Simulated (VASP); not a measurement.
# C (P6_3/mmc) in VASP: a series of runs

The runs below take C through relaxation of cell and atoms, single point, with PBE+D4, RPBE+D4, revPBE, r2SCAN, BLYP.

Everything below comes from runs of VASP 6.6.1. Logs are shortened: lines on timing, memory, paths and dates and some standing lists are left out, and cuts for length are marked.

## Step 1: The cell of the first run

The structure is hexagonal, space group P6_3/mmc (No. 194). The conventional cell has a = 2.522 Å, b = 2.522 Å, c = 12.356 Å, α = 90.00°, β = 90.00°, γ = 120.00°. Within 2.1 Å of C (site symmetry 3m) lie 4 C at 1.54 Å. Within 2.1 Å of C (site symmetry 3m) lie 4 C at 1.54 Å. Within 2.1 Å of C (site symmetry 3m) lie 4 C at 1.54 Å.

## Step 2: Relaxation of cell and atoms, PBE+D4

File INCAR:

```
PREC     = Accurate       # precision mode
ENCUT    = 600            # plane-wave cutoff, eV
EDIFF    = 1E-6           # SCF threshold, eV
ISMEAR   = -1             # smearing method
SIGMA    = 0.05           # smearing width, eV
LREAL    = F              # projectors in reciprocal space
LASPH    = T              # aspherical terms in the spheres
NELM     = 60             # most SCF steps
ALGO     = Normal         # electronic algorithm
ISIF     = 3              # what is computed and relaxed
LWAVE    = F              # write WAVECAR
LCHARG   = F              # write CHGCAR
GGA      = PE             # functional
IVDW     = 13             # dispersion correction
IBRION   = 2              # ionic algorithm
NSW      = 60             # ionic steps
EDIFFG   = -0.01          # ionic threshold
```

File KPOINTS:

```
Automatic mesh
0
Gamma
  12 12 3
```

File POSCAR:

```
C
1.0
    2.5221000000      0.0000000000      0.0000000000
   -1.2610500000      2.1842026709      0.0000000000
    0.0000000000      0.0000000000     12.3557000000
C
12
Direct
    0.6666666667      0.3333333333      0.3541700000
    0.3333333333      0.6666666667      0.8541700000
    0.6666666667      0.3333333333      0.1458300000
    0.3333333333      0.6666666667      0.6458300000
    0.6666666667      0.3333333333      0.4791700000
    0.3333333333      0.6666666667      0.9791700000
    0.6666666667      0.3333333333      0.0208300000
    0.3333333333      0.6666666667      0.5208300000
    0.0000000000      0.0000000000      0.8125000000
    0.0000000000      0.0000000000      0.3125000000
    0.0000000000      0.0000000000      0.6875000000
    0.0000000000      0.0000000000      0.1875000000
```

Potentials or basis: VASP PAW PBE potentials, release 64 (C).

Launch:

```console
cat potpaw_PBE.64/C/POTCAR > POTCAR
mpirun -np 1 vasp_std > vasp.out
```

OUTCAR:

```text
PREC = Accurate
   ENCUT = 600
   EDIFF = 1E-6
   ISMEAR = -1
   LREAL = F
   LASPH = T
   NELM = 60
   ISIF = 3
   GGA = PE
   IVDW = 13
   IBRION = 2
   NSW = 60
   EDIFFG = -0.01

 ion  position               nearest neighbor table
   1  0.667  0.333  0.354-   5 1.54  10 1.54  10 1.54  10 1.54
   2  0.333  0.667  0.854-   6 1.54   9 1.54   9 1.54   9 1.54
   3  0.667  0.333  0.146-   7 1.54  12 1.54  12 1.54  12 1.54
   4  0.333  0.667  0.646-   8 1.54  11 1.54  11 1.54  11 1.54
   5  0.667  0.333  0.479-   8 1.54   8 1.54   8 1.54   1 1.54
   6  0.333  0.667  0.979-   7 1.54   7 1.54   7 1.54   2 1.54
   7  0.667  0.333  0.021-   6 1.54   6 1.54   6 1.54   3 1.54
   8  0.333  0.667  0.521-   5 1.54   5 1.54   5 1.54   4 1.54
   9  0.000  0.000  0.812-  11 1.54   2 1.54   2 1.54   2 1.54
  10  0.000  0.000  0.312-  12 1.54   1 1.54   1 1.54   1 1.54
  11  0.000  0.000  0.688-   9 1.54   4 1.54   4 1.54   4 1.54
  12  0.000  0.000  0.188-  10 1.54   3 1.54   3 1.54   3 1.54

  LATTYP: Found a hexagonal cell.
 ALAT       =     2.5221000000
 C/A-ratio  =     4.8989730780

  Lattice vectors:

 A1 = (   2.5221000000,   0.0000000000,   0.0000000000)
 A2 = (  -1.2610500000,   2.1842026709,   0.0000000000)
 A3 = (   0.0000000000,   0.0000000000,  12.3557000000)

Analysis of symmetry for initial positions (statically):
=====================================================================
 Subroutine PRICEL returns:
 Original cell was already a primitive cell.

 Routine SETGRP: Setting up the symmetry group for a
 hexagonal supercell.

 Subroutine GETGRP returns: Found 24 space group operations
 (whereof 12 operations were pure point group operations)
 out of a pool of 24 trial point group operations.

The static configuration has the point symmetry D_3d.
 The point group associated with its full space group is D_6h.

Analysis of symmetry for dynamics (positions and initial velocities):
=====================================================================
 Subroutine PRICEL returns:
 Original cell was already a primitive cell.

 Routine SETGRP: Setting up the symmetry group for a
 hexagonal supercell.

 Subroutine GETGRP returns: Found 24 space group operations
 (whereof 12 operations were pure point group operations)
 out of a pool of 24 trial point group operations.

The dynamic configuration has the point symmetry D_3d.
 The point group associated with its full space group is D_6h.

 Subroutine INISYM returns: Found 24 space group operations
 (whereof 12 operations are pure point group operations),
 and found     1 'primitive' translations

----------------------------------------------------------------------------------------

                                     Primitive cell

  volume of cell :      68.0648

  direct lattice vectors                    reciprocal lattice vectors
     2.522100000  0.000000000  0.000000000     0.396494984  0.228916486  0.000000000
[... 96 lines left out ...]
 SYSTEM =  unknown system
   PREC   = accura    normal or accurate (medium, high low for compatibility)
   ISTART =      0    job   : 0-new  1-cont  2-samecut
   ICHARG =      2    charge: 1-file 2-atom 10-const
   ISPIN  =      1    spin polarized calculation?
   LNONCOLLINEAR =      F non collinear calculations
   LSORBIT =      F    spin-orbit coupling
   LASPH  =      T    aspherical Exc in radial PAW
   ENCUT  =  600.0 eV  44.10 Ry    6.64 a.u.   5.04  5.04 24.68*2*pi/ulx,y,z
   NELM   =     60;   NELMIN=  2; NELMDL= -5     # of ELM steps
   EDIFF  = 0.1E-05   stopping-criterion for ELM
   LREAL  =      F    real-space projection
   EDIFFG = -.1E-01   stopping-criterion for IOM
   NSW    =     60    number of steps for IOM
   IBRION =      2    ionic relax: 0-MD 1-quasi-New 2-CG
   NFREE  =      1    steps in history (QN), initial steepest desc. (CG)
   ISIF   =      3    stress and relaxation
   ISYM   =      2    0-nonsym 1-usesym 2-fastsym
   POTIM  = 0.5000    time-step for ionic-motion
   TEBEG  =    0.0;   TEEND  =   0.0 temperature during run
   PSTRESS=    0.0 pullay stress
   NELECT =      48.0000    total number of electrons
   NUPDOWN=      -1.0000    fix difference up-down
   EMIN   =  10.00;   EMAX   =-10.00  energy-range for DOS
   EFERMI =   0.00;   METHOD = LEGACY
   ISMEAR =    -1;   SIGMA  =   0.05  broadening in eV -4-tet -1-fermi 0-gaus
   EFERMI_NEDOS =   21; number of points for ismear=-14 and -15
   IALGO  =     38    algorithm
   IMIX   =      4    mixing-type and parameters
     AMIX     =   0.40;   BMIX     =  1.00
     AMIX_MAG =   1.60;   BMIX_MAG =  1.00
  volume/ion in A,a.u.               =       5.67        38.28
  Fermi-wavevector in a.u.,A,eV,Ry     =   1.457184  2.753678 28.890408  2.123385
  Thomas-Fermi vector in A             =   2.574015
   LORBIT       =      0    0 simple, 1 ext, 2 COOP (PROOUT), +10 PAW based schemes
   GGA     = PE    functional components
   LHFCALC =     F    Hartree Fock is set to
   AEXX    =    0.0000 exact exchange contribution
   IVDW    =    13    specifies the selected vdW correction
   LEPSILON=     F    determine dielectric tensor
   LRPA    =     F    only Hartree local field effects (RPA)
 conjugate gradient relaxation of ions
 non-spin polarized calculation
  energy-cutoff  :      600.00
  volume of cell :       68.06
 maximum number of plane-waves:      2301
   NGX = 11   NGY = 11   NGZ = 49

--------------------------------------- Ionic step        1  -------------------------------------------

 number of electron      48.0000000 magnetization

 Free energy of the ion-electron system (eV)
  ---------------------------------------------------
  ext. energy  EPLUGINS =         0.00000000
  ---------------------------------------------------
  free energy    TOTEN  =      -109.05088409 eV

  energy without entropy =     -109.05088409  energy(sigma->0) =     -109.05088409

------------------------ aborting loop because EDIFF is reached ----------------------------------------

  DFT-D4 for vdW energy calculation

  Edisp (eV):   -2.55811
[... 291 lines left out ...]
--------------------------------------- Ionic step        7  -------------------------------------------

 number of electron      48.0000001 magnetization

 Free energy of the ion-electron system (eV)
  ---------------------------------------------------
  ext. energy  EPLUGINS =         0.00000000
  ---------------------------------------------------
  free energy    TOTEN  =      -109.05737759 eV

  energy without entropy =     -109.05737759  energy(sigma->0) =     -109.05737759

 E-fermi :  10.9672     XC(G=0): -13.2868

 val. band max:        9.9265142714   @ k =   0.0000   0.0000   0.0000
 cond. band min:      14.3936797577   @ k =   0.3333   0.0000   0.0000
 fundamental gap:      4.4671654862
 Fermi energy:        10.9672434309

 k-point     1 :       0.0000    0.0000    0.0000
  band No.  band energies     occupation
      1     -11.7505      2.00000
      2     -11.0233      2.00000
      3     -10.9478      2.00000
      4      -8.7732      2.00000
      5      -8.7133      2.00000
      6      -6.0031      2.00000
[... 805 lines left out ...]
     30      17.6469      0.00000
     31      17.7208      0.00000

 [... further k-points ...]

------------------------ aborting loop because EDIFF is reached ----------------------------------------

  DFT-D4 for vdW energy calculation

  Edisp (eV):   -2.57487
[... 35 lines left out ...]
  FREE ENERGIE OF THE ION-ELECTRON SYSTEM (eV)
  ---------------------------------------------------
  free  energy   TOTEN  =      -111.6322456143 eV

  energy  without entropy=     -111.6322456143  energy(sigma->0) =     -111.63224561

 reached required accuracy - stopping structural energy minimisation
```

Wall time 4.3 min (1 thread of Intel Xeon 6975P-C (Granite Rapids), shared host); peak memory 0.21 GiB.

Results:

```
Free energy                           : -111.6322 eV
Relaxed volume                        : 5.63 Å³/atom
Relaxed cell                          : a = 2.510 Å, b = 2.510 Å, c = 12.379 Å, α = 90.00°, β = 90.00°, γ = 120.00°
Space group after relaxing (to 0.1 Å) : P6_3/mmc (No. 194)
Energy gained by relaxing             : 1.9 meV/atom
Ionic steps                           : 7
Pressure after relaxing               : 0.0 GPa
Band gap on the k mesh                : 4.47 eV (least direct gap 5.40 eV)
Dispersion energy per atom            : -0.215 eV
```

Forces on the atoms (eV/Å):
```
C    0.000  0.000 -0.001
C    0.000  0.000 -0.001
C    0.000  0.000  0.001
C    0.000  0.000  0.001
C    0.000  0.000  0.001
C    0.000  0.000  0.001
C    0.000  0.000 -0.001
C    0.000  0.000 -0.001
C    0.000  0.000  0.003
C    0.000  0.000  0.003
C    0.000  0.000 -0.003
C    0.000  0.000 -0.003
```

Step by step:
```tsv
step	energy change (eV)	largest force (eV/Å)	pressure (GPa)	volume (Å³)
1	0.0000	0.3335	-3.22	68.06
2	0.0037	0.4130	4.23	66.94
3	-0.0226	0.0888	0.20	67.53
4	-0.0216	0.1551	0.00	67.56
5	-0.0232	0.0215	0.13	67.54
6	-0.0232	0.0108	-0.10	67.57
7	-0.0232	0.0028	-0.01	67.56
```

Final structure:
```
C
1.0
     2.51032    0.00000    0.00000
    -1.25516    2.17400    0.00000
     0.00000    0.00000   12.37930
C
12
Cartesian
  1.2552 0.7247 4.3934
  0.0000 1.4493 10.5831
  1.2552 0.7247 1.7962
  0.0000 1.4493 7.9859
  1.2552 0.7247 5.9325
  0.0000 1.4493 12.1222
  1.2552 0.7247 0.2571
  0.0000 1.4493 6.4467
  0.0000 0.0000 10.0659
  0.0000 0.0000 3.8762
  0.0000 0.0000 8.5031
  0.0000 0.0000 2.3134
```

Levels at points of the mesh, in eV from the valence-band top:
| k point | band 20 | band 21 | band 22 | band 23 | band 24 | band 25 | band 26 | band 27 | band 28 | band 29 |
| --- | --- | --- | --- | --- | --- | --- | --- | --- | --- | --- |
| (0.00, 0.00, 0.00) | -0.98 | -0.98 | -0.15 | 0.00 | 0.00 | 5.40 | 5.40 | 5.53 | 6.50 | 6.50 |
| (0.50, 0.00, 0.00) | -4.41 | -4.10 | -4.06 | -3.64 | -2.93 | 4.64 | 5.24 | 5.30 | 5.62 | 6.71 |

Caveat: an odd mesh through Γ misses points on the zone boundary, where band edges can lie.

## Step 3: Relaxation of cell and atoms, RPBE+D4

File INCAR:

```
PREC = Accurate
ENCUT = 600
EDIFF = 1E-6
ISMEAR = -1
SIGMA = 0.05
LREAL = False
LASPH = True
NELM = 100
ALGO = Normal
ISIF = 3
LWAVE = False
LCHARG = False
GGA = RP
IVDW = 13
IBRION = 2
NSW = 60
EDIFFG = -0.01
```

KPOINTS is that of step 2.

POSCAR is that of step 2.

Potentials or basis: VASP PAW PBE potentials, release 64 (C).

Launch:

```console
cat potpaw_PBE.64/C/POTCAR > POTCAR
mpirun -np 1 vasp_std > vasp.out
```

Wall time 4.4 min (1 thread of Intel Xeon 6975P-C (Granite Rapids), shared host); peak memory 0.22 GiB.

The run converged. Its results:

- Free energy: -109.7320 eV
- Relaxed volume: 5.59 Å³/atom
- Relaxed cell: a = 2.505 Å, b = 2.505 Å, c = 12.353 Å, α = 90.00°, β = 90.00°, γ = 120.00°
- Space group after relaxing (to 0.1 Å): P6_3/mmc (No. 194)
- Energy gained by relaxing: 3.0 meV/atom
- Ionic steps: 8
- Pressure after relaxing: 0.0 GPa
- Largest force after relaxing: 0.003 eV/Å
- Band gap on the k mesh: 4.48 eV (least direct gap 5.42 eV)
- Dispersion energy per atom: -0.538 eV

Forces on the atoms (eV/Å):
```
C    0.000  0.000  0.001
C    0.000  0.000  0.001
C    0.000  0.000 -0.001
C    0.000  0.000 -0.001
C    0.000  0.000  0.000
C    0.000  0.000  0.000
C    0.000  0.000  0.000
C    0.000  0.000  0.000
C    0.000  0.000  0.003
C    0.000  0.000  0.003
C    0.000  0.000 -0.003
C    0.000  0.000 -0.003
```

Step by step:
```csv
step,energy change (eV),largest force (eV/Å),pressure (GPa),volume (Å³)
1,0.0000,0.3369,-6.04,68.06
2,0.0130,0.4650,8.12,65.97
3,-0.0356,0.1021,0.20,67.09
4,-0.0346,0.1500,0.02,67.12
5,-0.0363,0.0324,0.13,67.10
6,-0.0363,0.0296,0.13,67.10
7,-0.0363,0.0174,-0.10,67.14
8,-0.0363,0.0035,-0.01,67.12
```

Final structure:
```
C
1.0
     2.50491    0.00000    0.00000
    -1.25246    2.16932    0.00000
     0.00000    0.00000   12.35251
C
12
Cartesian
  1.2525 0.7231 4.3839
  0.0000 1.4462 10.5602
  1.2525 0.7231 1.7923
  0.0000 1.4462 7.9686
  1.2525 0.7231 5.9198
  0.0000 1.4462 12.0960
  1.2525 0.7231 0.2565
  0.0000 1.4462 6.4327
  0.0000 0.0000 10.0439
  0.0000 0.0000 3.8677
  0.0000 0.0000 8.4848
  0.0000 0.0000 2.3086
```

Levels at points of the mesh, in eV from the valence-band top:
```
           k point  band 20  band 21  band 22  band 23  band 24  band 25  band 26  band 27  band 28  band 29
(0.00, 0.00, 0.00)    -0.99    -0.99    -0.16     0.00     0.00     5.42     5.42     5.55     6.53     6.53
(0.50, 0.00, 0.00)    -4.46    -4.14    -4.10    -3.68    -2.96     4.65     5.25     5.31     5.64     6.74
```

Caveat: the PAW data sets were made with another functional, which shifts forces and pressure a little; an odd mesh through Γ misses points on the zone boundary, where band edges can lie. RPBE gaps usually lie below the measured ones, often by a third to a half.

## Step 4: Relaxation of cell and atoms, revPBE

File INCAR:

```
SYSTEM = C
ALGO     = Normal         ! electronic algorithm
EDIFF    = 1E-6           ! SCF threshold, eV
EDIFFG   = -0.01          ! ionic threshold
ENCUT    = 600            ! plane-wave cutoff, eV
GGA      = RE             ! functional
IBRION   = 2              ! ionic algorithm
ISIF     = 3              ! what is computed and relaxed
ISMEAR   = -1             ! smearing method
LASPH    = .TRUE.         ! aspherical terms in the spheres
LCHARG   = .FALSE.        ! write CHGCAR
LREAL    = .FALSE.        ! projectors in reciprocal space
LWAVE    = .FALSE.        ! write WAVECAR
NELM     = 60             ! most SCF steps
NSW      = 60             ! ionic steps
PREC     = Accurate       ! precision mode
SIGMA    = 0.05           ! smearing width, eV
```

File KPOINTS:

```
k-points
0
G
  12 12 3
  0 0 0
```

POSCAR is that of step 3.

Launch:

```console
cat potpaw_PBE.64/C/POTCAR > POTCAR
mpirun -np 1 vasp_std > vasp.out
```

It took 4.8 min on 1 thread of Intel Xeon Platinum 8375C at 2.90GHz (Ice Lake), shared host; peak memory 0.22 GiB.

Results (log left out):

* Free energy: -104.2391 eV
* Relaxed volume: 5.76 Å³/atom
* Relaxed cell: a = 2.529 Å, b = 2.529 Å, c = 12.471 Å, α = 90.00°, β = 90.00°, γ = 120.00°
* Space group after relaxing (to 0.1 Å): P6_3/mmc (No. 194)
* Energy gained by relaxing: 3.2 meV/atom
* Ionic steps: 8
* Pressure after relaxing: 0.0 GPa
* Band gap on the k mesh: 4.40 eV (least direct gap 5.35 eV)

The path:
```
step  energy change (eV)  largest force (eV/Å)  pressure (GPa)  volume (Å³)
   1              0.0000                0.3310            6.55        68.06
   2              0.0087                0.3169           -7.37        70.37
   3             -0.0377                0.0857           -0.26        69.14
   4             -0.0377                0.0836           -0.13        69.11
   5             -0.0371                0.1518            0.06        69.08
   6             -0.0382                0.0297           -0.06        69.10
   7             -0.0383                0.0149            0.06        69.08
   8             -0.0383                0.0020            0.02        69.09
```

Final structure:
```
C
1.0
     2.52920    0.00000    0.00000
    -1.26460    2.19035    0.00000
     0.00000    0.00000   12.47117
C
12
Direct
  0.66667 0.33333 0.35490
  0.33333 0.66667 0.85490
  0.66667 0.33333 0.14510
  0.33333 0.66667 0.64510
  0.66667 0.33333 0.47923
  0.33333 0.66667 0.97923
  0.66667 0.33333 0.02077
  0.33333 0.66667 0.52077
  0.00000 0.00000 0.81313
  0.00000 0.00000 0.31313
  0.00000 0.00000 0.68687
  0.00000 0.00000 0.18687
```

Levels at points of the mesh, in eV from the valence-band top:
```tsv
k point	band 22	band 23	band 24	band 25	band 26	band 27
(0.00, 0.00, 0.00)	-0.14	0.00	0.00	5.35	5.35	5.48
(0.50, 0.00, 0.00)	-3.98	-3.57	-2.88	4.58	5.18	5.24
```

Caveat: the PAW data sets were made with another functional, which shifts forces and pressure a little; an odd mesh through Γ misses points on the zone boundary, where band edges can lie.

(Part 1 of 2 ends here.)
